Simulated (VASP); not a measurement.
# ZrInS3 (P4/mmm) in VASP: a series of runs

Runs on ZrInS3. Level: PBE. Tasks: single point, relaxation of cell and atoms.

All numbers are computed with VASP 6.6.1; they aren't measurements. Logs are shortened: lines on timing, memory, paths and dates and some standing lists are left out, and cuts for length are marked.

**1. The cell of the first run**

It takes space group P4/mmm (No. 123, tetragonal). Conventional cell: a = 3.486 Å, b = 3.486 Å, c = 10.694 Å, α = 90.00°, β = 90.00°, γ = 90.00°. Within 3.8 Å of Zr (site symmetry 4/mmm) lie 8 S at 2.85 Å and 4 Zr at 3.49 Å. Within 3.3 Å of In (site symmetry 4/mmm) lie 4 S at 2.47 Å. Within 4.0 Å of S (site symmetry 4mm) lie 4 Zr at 2.85 Å and 6 S at 2.86 to 3.92 Å. Within 3.3 Å of S (site symmetry 4/mmm) lie 4 In at 2.47 Å.

The cell was generated, and may not be a known phase.

**2. Single point, PBE**

INCAR reads:

```
SYSTEM = ZrInS3
  ALGO = Normal
  EDIFF = 1E-6
  ENCUT = 520
  GGA = PE
  ISIF = 2
  ISMEAR = 0
  LASPH = .True.
  LCHARG = .False.
  LREAL = .False.
  LWAVE = .False.
  NBANDS = 30
  NELM = 80
  PREC = Accurate
  SIGMA = 0.1
```

KPOINTS reads:

```
k-points
0
Gamma
  4 4 2
  0 0 0
```

POSCAR reads:

```
ZrInS3
1.0
    3.4861900200      0.0000000000      0.0000000000
    0.0000000000      3.4861900200      0.0000000000
    0.0000000000      0.0000000000     10.6938816105
Zr In S
1 1 3
Direct
    0.5000000000      0.5000000000      0.0000000000
    0.5000000000      0.5000000000      0.5000000000
    0.0000000000      0.0000000000      0.1335029305
    0.0000000000      0.0000000000      0.8664970695
    0.0000000000      0.0000000000      0.5000000000
```

Potentials or basis: VASP PAW PBE potentials, release 64 (Zr_sv, In_d, S).

Started as:

```sh
$ cat potpaw_PBE.64/Zr_sv/POTCAR potpaw_PBE.64/In_d/POTCAR potpaw_PBE.64/S/POTCAR > POTCAR
$ mpirun -np 1 vasp_std > vasp.out
```

OUTCAR:

```text
SYSTEM = ZrInS3
   EDIFF = 1E-6
   ENCUT = 520
   GGA = PE
   ISIF = 2
   ISMEAR = 0
   LASPH = .True.
   LREAL = .False.
   NELM = 80
   PREC = Accurate

 ion  position               nearest neighbor table
   1  0.500  0.500  0.000-   3 2.85   4 2.85   3 2.85   4 2.85   3 2.85   4 2.85   3 2.85   4 2.85

   2  0.500  0.500  0.500-   5 2.47   5 2.47   5 2.47   5 2.47
   3  0.000  0.000  0.134-   1 2.85   1 2.85   1 2.85   1 2.85
   4  0.000  0.000  0.866-   1 2.85   1 2.85   1 2.85   1 2.85
   5  0.000  0.000  0.500-   2 2.47   2 2.47   2 2.47   2 2.47

  LATTYP: Found a simple tetragonal cell.
 ALAT       =     3.4861900200
 C/A-ratio  =     3.0674981998

  Lattice vectors:

 A1 = (   3.4861900200,   0.0000000000,   0.0000000000)
 A2 = (   0.0000000000,   3.4861900200,   0.0000000000)
 A3 = (   0.0000000000,   0.0000000000,  10.6938816105)

Analysis of symmetry for initial positions (statically):
=====================================================================
 Subroutine PRICEL returns:
 Original cell was already a primitive cell.

 Routine SETGRP: Setting up the symmetry group for a
 simple tetragonal supercell.

 Subroutine GETGRP returns: Found 16 space group operations
 (whereof 16 operations were pure point group operations)
 out of a pool of 16 trial point group operations.

The static configuration has the point symmetry D_4h.

Analysis of symmetry for dynamics (positions and initial velocities):
=====================================================================
 Subroutine PRICEL returns:
 Original cell was already a primitive cell.

 Routine SETGRP: Setting up the symmetry group for a
 simple tetragonal supercell.

 Subroutine GETGRP returns: Found 16 space group operations
 (whereof 16 operations were pure point group operations)
 out of a pool of 16 trial point group operations.

The dynamic configuration has the point symmetry D_4h.

 Subroutine INISYM returns: Found 16 space group operations
 (whereof 16 operations are pure point group operations),
 and found     1 'primitive' translations

----------------------------------------------------------------------------------------

                                     Primitive cell

  volume of cell :     129.9683

  direct lattice vectors                    reciprocal lattice vectors
     3.486190020  0.000000000  0.000000000     0.286846097  0.000000000  0.000000000
     0.000000000  3.486190020  0.000000000     0.000000000  0.286846097  0.000000000
     0.000000000  0.000000000 10.693881611     0.000000000  0.000000000  0.093511415

  length of vectors
     3.486190020  3.486190020 10.693881611     0.286846097  0.286846097  0.093511415

  position of ions in fractional coordinates (direct lattice)
     0.500000000  0.500000000  0.000000000
     0.500000000  0.500000000  0.500000000
     0.000000000  0.000000000  0.133502931
     0.000000000  0.000000000  0.866497069
     0.000000000  0.000000000  0.500000000

  ion indices of the primitive-cell ions
   primitive index   ion index
                 1           1
                 2           2
                 3           3
                 4           4
                 5           5

----------------------------------------------------------------------------------------

 KPOINTS: k-points

Automatic generation of k-mesh.
 Grid dimensions read from file:
 generate k-points for:    4    4    2

 Generating k-lattice:

  Cartesian coordinates                     Fractional coordinates (reciprocal lattice)
     0.071711524  0.000000000  0.000000000     0.250000000  0.000000000  0.000000000
     0.000000000  0.071711524  0.000000000     0.000000000  0.250000000  0.000000000
     0.000000000  0.000000000  0.046755707     0.000000000  0.000000000  0.500000000

  Length of vectors
     0.071711524  0.071711524  0.046755707

  Shift w.r.t. Gamma in fractional coordinates (k-lattice)
     0.000000000  0.000000000  0.000000000

 Subroutine IBZKPT returns following result:
 ===========================================

 Found     12 irreducible k-points:

 Following reciprocal coordinates:
            Coordinates               Weight
  0.000000  0.000000  0.000000      1.000000
  0.250000  0.000000  0.000000      4.000000
  0.500000  0.000000  0.000000      2.000000
  0.250000  0.250000  0.000000      4.000000
  0.500000  0.250000  0.000000      4.000000
  0.500000  0.500000  0.000000      1.000000
  0.000000  0.000000  0.500000      1.000000
  0.250000  0.000000  0.500000      4.000000
  0.500000  0.000000  0.500000      2.000000
  0.250000  0.250000  0.500000      4.000000
  0.500000  0.250000  0.500000      4.000000
  0.500000  0.500000  0.500000      1.000000
   k-points           NKPTS =     12   k-points in BZ     NKDIM =     12   number of bands    NBANDS=     30
   number of dos      NEDOS =    301   number of ions     NIONS =      5
   total plane-waves  NPLWV =  62720
   dimension x,y,z NGX =    28 NGY =   28 NGZ =   80
   dimension x,y,z NGXF=    56 NGYF=   56 NGZF=  160
   ions per type =               1   1   3
   NGX,Y,Z   is equivalent  to a cutoff of  13.35, 13.35, 12.44 a.u.
   NGXF,Y,Z  is equivalent  to a cutoff of  26.70, 26.70, 24.87 a.u.
 SYSTEM =  ZrInS3
   PREC   = accura    normal or accurate (medium, high low for compatibility)
   ISTART =      0    job   : 0-new  1-cont  2-samecut
   ICHARG =      2    charge: 1-file 2-atom 10-const
   ISPIN  =      1    spin polarized calculation?
   LNONCOLLINEAR =      F non collinear calculations
   LSORBIT =      F    spin-orbit coupling
   LASPH  =      T    aspherical Exc in radial PAW
   ENCUT  =  520.0 eV  38.22 Ry    6.18 a.u.   6.48  6.48 19.88*2*pi/ulx,y,z
   NELM   =     80;   NELMIN=  2; NELMDL= -5     # of ELM steps
   EDIFF  = 0.1E-05   stopping-criterion for ELM
   LREAL  =      F    real-space projection
   EDIFFG = 0.1E-04   stopping-criterion for IOM
   NSW    =      0    number of steps for IOM
   IBRION =     -1    ionic relax: 0-MD 1-quasi-New 2-CG
   NFREE  =      0    steps in history (QN), initial steepest desc. (CG)
   ISIF   =      2    stress and relaxation
   ISYM   =      2    0-nonsym 1-usesym 2-fastsym
   POTIM  = 0.5000    time-step for ionic-motion
   TEBEG  =    0.0;   TEEND  =   0.0 temperature during run
   PSTRESS=    0.0 pullay stress
   NELECT =      43.0000    total number of electrons
   NUPDOWN=      -1.0000    fix difference up-down
   EMIN   =  10.00;   EMAX   =-10.00  energy-range for DOS
   EFERMI =   0.00;   METHOD = LEGACY
   ISMEAR =     0;   SIGMA  =   0.10  broadening in eV -4-tet -1-fermi 0-gaus
   EFERMI_NEDOS =   21; number of points for ismear=-14 and -15
   IALGO  =     38    algorithm
   IMIX   =      4    mixing-type and parameters
     AMIX     =   0.40;   BMIX     =  1.00
     AMIX_MAG =   1.60;   BMIX_MAG =  1.00
  volume/ion in A,a.u.               =      25.99       175.41
  Fermi-wavevector in a.u.,A,eV,Ry     =   1.132275  2.139689 17.443296  1.282046
  Thomas-Fermi vector in A             =   2.268975
   LORBIT       =      0    0 simple, 1 ext, 2 COOP (PROOUT), +10 PAW based schemes
   GGA     = PE    functional components
   LHFCALC =     F    Hartree Fock is set to
   AEXX    =    0.0000 exact exchange contribution
   IVDW    =     0    specifies the selected vdW correction
   LEPSILON=     F    determine dielectric tensor
   LRPA    =     F    only Hartree local field effects (RPA)
 non-spin polarized calculation
 Gauss-broadening in eV      SIGMA  =   0.10
  energy-cutoff  :      520.00
  volume of cell :      129.97
 maximum number of plane-waves:      3544
 NGX is ok and might be reduce to    28
   NGX = 13   NGY = 13   NGZ = 39

 number of electron      43.0000012 magnetization

 Free energy of the ion-electron system (eV)
  ---------------------------------------------------
  ext. energy  EPLUGINS =         0.00000000
  ---------------------------------------------------
  free energy    TOTEN  =       -26.34588002 eV

  energy without entropy =      -26.32489902  energy(sigma->0) =      -26.33538952

 E-fermi :   4.7490     XC(G=0):  -8.9066

 val. band max:        4.7370684797   @ k =   0.5000   0.2500   0.0000
 cond. band min:       4.7906412429   @ k =   0.2500   0.0000   0.5000
 fundamental gap:      0.0535727632
 Fermi energy:         4.7490476217

 k-point     1 :       0.0000    0.0000    0.0000
  band No.  band energies     occupation
      1     -45.1890      2.00000
      2     -23.2156      2.00000
      3     -22.9884      2.00000
      4     -22.9884      2.00000
      5     -11.5639      2.00000
      6     -10.5858      2.00000
[... 22 lines left out ...]
     29       8.6990      0.00000
     30       9.7269      0.00000

 k-point     2 :       0.2500    0.0000    0.0000
  band No.  band energies     occupation
      1     -45.1810      2.00000
      2     -23.1995      2.00000
      3     -23.1115      2.00000
      4     -22.9765      2.00000
      5     -11.1478      2.00000
      6     -10.5697      2.00000
[... 22 lines left out ...]
     29       9.6716      0.00000
     30      10.0897      0.00000

 k-point     3 :       0.5000    0.0000    0.0000
  band No.  band energies     occupation
      1     -45.1730      2.00000
      2     -23.2315      2.00000
      3     -23.1834      2.00000
      4     -22.9645      2.00000
      5     -10.6986      2.00000
      6     -10.6821      2.00000
[... 22 lines left out ...]
     29       8.6556      0.00000
     30       8.9499      0.00000

 k-point     4 :       0.2500    0.2500    0.0000
  band No.  band energies     occupation
      1     -45.1731      2.00000
      2     -23.1851      2.00000
      3     -23.1001      2.00000
      4     -23.0880      2.00000
      5     -11.1880      2.00000
      6     -10.6211      2.00000
[... 22 lines left out ...]
     29       9.6597      0.00000
     30      10.9574      0.00000

 k-point     5 :       0.5000    0.2500    0.0000
  band No.  band energies     occupation
      1     -45.1652      2.00000
      2     -23.2089      2.00000
      3     -23.1705      2.00000
      4     -23.0765      2.00000
      5     -11.3304      2.00000
      6     -10.5473      2.00000
[... 22 lines left out ...]
     29      10.1720      0.00000
     30      11.0211      0.00000

 k-point     6 :       0.5000    0.5000    0.0000
  band No.  band energies     occupation
      1     -45.1575      2.00000
      2     -23.1862      2.00000
      3     -23.1862      2.00000
      4     -23.1575      2.00000
      5     -11.6953      2.00000
      6     -10.4557      2.00000
[... 22 lines left out ...]
     29       9.8373      0.00000
     30      10.2631      0.00000

 k-point     7 :       0.0000    0.0000    0.5000
  band No.  band energies     occupation
      1     -45.1890      2.00000
      2     -23.2156      2.00000
      3     -22.9884      2.00000
      4     -22.9884      2.00000
      5     -11.5639      2.00000
      6     -10.5858      2.00000
[... 22 lines left out ...]
     29       9.5813      0.00000
     30       9.8280      0.00000

 k-point     8 :       0.2500    0.0000    0.5000
  band No.  band energies     occupation
      1     -45.1810      2.00000
      2     -23.1995      2.00000
      3     -23.1115      2.00000
      4     -22.9765      2.00000
      5     -11.1478      2.00000
      6     -10.5697      2.00000
[... 22 lines left out ...]
     29       9.9724      0.00000
     30      10.1433      0.00000

 k-point     9 :       0.5000    0.0000    0.5000
  band No.  band energies     occupation
      1     -45.1730      2.00000
      2     -23.2315      2.00000
      3     -23.1834      2.00000
      4     -22.9645      2.00000
      5     -10.6986      2.00000
      6     -10.6821      2.00000
[... 22 lines left out ...]
     29       8.6232      0.00000
     30       8.9507      0.00000

 k-point    10 :       0.2500    0.2500    0.5000
  band No.  band energies     occupation
      1     -45.1731      2.00000
      2     -23.1851      2.00000
      3     -23.1001      2.00000
      4     -23.0880      2.00000
      5     -11.1880      2.00000
      6     -10.6211      2.00000
[... 22 lines left out ...]
     29       9.6919      0.00000
     30      10.9969      0.00000

 k-point    11 :       0.5000    0.2500    0.5000
  band No.  band energies     occupation
      1     -45.1652      2.00000
      2     -23.2089      2.00000
      3     -23.1705      2.00000
      4     -23.0765      2.00000
      5     -11.3304      2.00000
      6     -10.5473      2.00000
[... 22 lines left out ...]
     29      10.2017      0.00000
     30      11.0497      0.00000

 k-point    12 :       0.5000    0.5000    0.5000
  band No.  band energies     occupation
      1     -45.1575      2.00000
      2     -23.1862      2.00000
      3     -23.1862      2.00000
      4     -23.1575      2.00000
      5     -11.6953      2.00000
      6     -10.4557      2.00000
[... 22 lines left out ...]
     29       9.7557      0.00000
     30       9.7685      0.00000

------------------------ aborting loop because EDIFF is reached ----------------------------------------

  FORCE on cell =-STRESS in cart. coord.  units (eV):
  Direction    XX          YY          ZZ          XY          YZ          ZX
  --------------------------------------------------------------------------------------
  -------------------------------------------------------------------------------------
  Total       -0.0173593     -0.0173593     -0.0023020      0.0000000      0.0000000      0.0000000
  in kB       -0.2139961     -0.2139961     -0.0283782      0.0000000      0.0000000      0.0000000
  external PRESSURE =      -0.1521235 kB  Pullay stress =       0.0000000 kB

 VOLUME and BASIS-vectors are now :
 -----------------------------------------------------------------------------
  energy-cutoff  :      520.00
  volume of cell :      129.97
      direct lattice vectors                 reciprocal lattice vectors
     3.486190020  0.000000000  0.000000000     0.286846097  0.000000000  0.000000000
     0.000000000  3.486190020  0.000000000     0.000000000  0.286846097  0.000000000
     0.000000000  0.000000000 10.693881611     0.000000000  0.000000000  0.093511415

 POSITION                                       TOTAL-FORCE (eV/Angst)
 -----------------------------------------------------------------------------------
      1.74310      1.74310      0.00000        -0.000000      0.000000      0.000000
      1.74310      1.74310      5.34694        -0.000000      0.000000      0.000000
      0.00000      0.00000      1.42766        -0.000000     -0.000000      0.000878
      0.00000      0.00000      9.26622         0.000000      0.000000     -0.000878
      0.00000      0.00000      5.34694        -0.000000      0.000000      0.000000
 -----------------------------------------------------------------------------------
    total drift:                                0.000000      0.000000      0.000000

  FREE ENERGIE OF THE ION-ELECTRON SYSTEM (eV)
  ---------------------------------------------------
  free  energy   TOTEN  =       -26.3458800207 eV

  energy  without entropy=      -26.3248990152  energy(sigma->0) =      -26.33538952
```

It took 3 min on 1 thread of Intel Xeon 8259CL, shared host; peak memory 0.25 GiB.

What came out:

- Free energy: -26.3459 eV
- Pressure: 0.0 GPa
- Band gap on the k mesh: zero (an odd number of electrons rules out a gap without spin polarisation)

Caveat: the k points lie up to 0.45 Å⁻¹ apart, too coarse for converged energies and pressures of a metal; spin-orbit coupling is left out, which moves the levels of the heavy elements; this functional lacks dispersion, which binds layers or chains, so the pressure and a relaxed spacing across them are unreliable.

(Part 1 of 3 ends here.)

The gap in the log of VASP goes by the Fermi energy; the results here count the filled bands.